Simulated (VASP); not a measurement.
Set up this calculation in VASP 6.6.1, as the native input.

```
Task                               : single point
Functional                         : HSE06
Potentials or basis                : VASP PAW PBE potentials, release 64 (C, O)
Cutoff                             : 520 eV
k mesh                             : 4 × 4 × 2
Occupations                        : gaussian, width 0.01 eV
Spin                               : no spin polarisation
Dipole correction                  : no
Grid for exact exchange (PRECFOCK) : Fast
Further INCAR settings             : ALGO = Normal; EDIFF = 1e-06; NBANDS = 25
Screening parameter                : 0.2079 1/Å
```

Crystal: CO2.

```
CELL_PARAMETERS angstrom
2.64290 -2.37988 0.00000
2.64290 2.37988 0.00000
0.00000 0.00000 6.42703
ATOMIC_POSITIONS crystal
C 0.00000 0.00000 0.00000
C 0.50000 0.50000 0.50000
O 0.80373 0.19627 0.89287
O 0.19627 0.80373 0.10713
O 0.69627 0.30373 0.39287
O 0.30373 0.69627 0.60713
```

The input as run:

POSCAR

```
CO2
1.0
    2.6429049853     -2.3798751837      0.0000000000
    2.6429049853      2.3798751837      0.0000000000
    0.0000000000      0.0000000000      6.4270279489
C O
2 4
Direct
    0.0000000000      0.0000000000      0.0000000000
    0.5000000000      0.5000000000      0.5000000000
    0.8037318635      0.1962681365      0.8928652631
    0.1962681365      0.8037318635      0.1071347369
    0.6962681365      0.3037318635      0.3928652631
    0.3037318635      0.6962681365      0.6071347369
```

INCAR.step1

```
SYSTEM = CO2
PREC     = Accurate       ! precision mode
ENCUT    = 520            ! plane-wave cutoff, eV
EDIFF    = 1E-5           ! SCF threshold, eV
ISMEAR   = 0              ! smearing method
SIGMA    = 0.01           ! smearing width, eV
LREAL    = .FALSE.        ! projectors in reciprocal space
LASPH    = .TRUE.         ! aspherical terms in the spheres
NELM     = 100            ! most SCF steps
ALGO     = Normal         ! electronic algorithm
ISIF     = 2              ! what is computed and relaxed
LWAVE    = .TRUE.         ! write WAVECAR
LCHARG   = .FALSE.        ! write CHGCAR
NBANDS   = 25             ! bands
GGA      = PE             ! functional
```

INCAR.step2

```
SYSTEM = CO2
PREC     = Accurate       ! precision mode
ENCUT    = 520            ! plane-wave cutoff, eV
EDIFF    = 1E-6           ! SCF threshold, eV
ISMEAR   = 0              ! smearing method
SIGMA    = 0.01           ! smearing width, eV
LREAL    = .FALSE.        ! projectors in reciprocal space
LASPH    = .TRUE.         ! aspherical terms in the spheres
NELM     = 100            ! most SCF steps
ALGO     = Normal         ! electronic algorithm
ISIF     = 2              ! what is computed and relaxed
LWAVE    = .FALSE.        ! write WAVECAR
LCHARG   = .FALSE.        ! write CHGCAR
GGA      = PE             ! functional
LHFCALC  = .TRUE.         ! exact exchange
HFSCREEN = 0.2079         ! screening, 1/A
PRECFOCK = Fast         
NBANDS   = 25             ! bands
ISTART   = 1
```

KPOINTS

```
Automatic mesh
0
G
  4 4 2
  0 0 0
```

Potentials or basis: VASP PAW PBE potentials, release 64 (C, O).

Run with:

```bash
$ cat potpaw_PBE.64/C/POTCAR potpaw_PBE.64/O/POTCAR > POTCAR
$ cp INCAR.step1 INCAR
$ mpirun -np 1 vasp_std > vasp.out
$ cp INCAR.step2 INCAR
$ mpirun -np 1 vasp_std > vasp.out
```

It gave:

```
Pressure               : 2.0 GPa
Largest force          : 0.075 eV/Å
Band gap on the k mesh : 8.41 eV, indirect (least direct gap 9.02 eV)
```

Caveat: the k points lie up to 0.49 Å⁻¹ apart; the PAW data sets were made with another functional, which shifts forces and pressure a little.

Wall time 12 min on 1 thread of Intel(R) Xeon(R) Platinum 8259CL CPU @ 2.50GHz (Skylake/Cascade Lake), on a shared host, peak memory 0.3 GiB.
